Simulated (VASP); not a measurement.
A run of VASP 6.6.1:

Contents of POSCAR:

```
CsSnI3
1.0
    6.2414907695      0.0000000000      0.0000000000
    0.0000000000      6.2414907695      0.0000000000
    0.0000000000      0.0000000000      6.2414907695
Cs Sn I
1 1 3
Direct
    0.0000000000      0.0000000000      0.0000000000
    0.5000000000      0.5000000000      0.5000000000
    0.5000000000      0.5000000000      0.0000000000
    0.5000000000      0.0000000000      0.5000000000
    0.0000000000      0.5000000000      0.5000000000
```

File INCAR.step1:

```
ALGO = Normal ; EDIFF = 1E-4
ENCUT = 520 ; GGA = PE
ISMEAR = -1 ; LASPH = True
LCHARG = False ; LREAL = False
LWAVE = True ; NBANDS = 30
NELM = 100 ; PREC = Accurate
SIGMA = 0.02
```

INCAR.step2

```
ALGO = Normal ; EDIFF = 1E-6
ENCUT = 520 ; ISIF = 2
ISMEAR = -1 ; ISTART = 1
LASPH = True ; LCHARG = True
LELF = True ; LMIXTAU = True
LREAL = False ; LVHAR = True
LWAVE = False ; METAGGA = R2SCAN
NBANDS = 30 ; NELM = 100
PREC = Accurate ; SIGMA = 0.02
```

KPOINTS

```
k-points
0
Gamma
  4 4 4
```

Potentials or basis: VASP PAW PBE potentials, release 64 (Cs_sv, Sn_d, I).

Launch:

```sh
$ cat potpaw_PBE.64/Cs_sv/POTCAR potpaw_PBE.64/Sn_d/POTCAR potpaw_PBE.64/I/POTCAR > POTCAR
$ cp INCAR.step1 INCAR
$ mpirun -np 1 vasp_std > vasp.out
$ cp INCAR.step2 INCAR
$ mpirun -np 1 vasp_std > vasp.out
```

Hardware: 1 thread of AMD EPYC 7R13, on a shared host.

Task: Estimate the wall time of this run.

Result: Run time: 4.6 min on 1 thread of AMD EPYC 7R13, on a shared host, peak memory 0.37 GiB. Counts: k points 10.
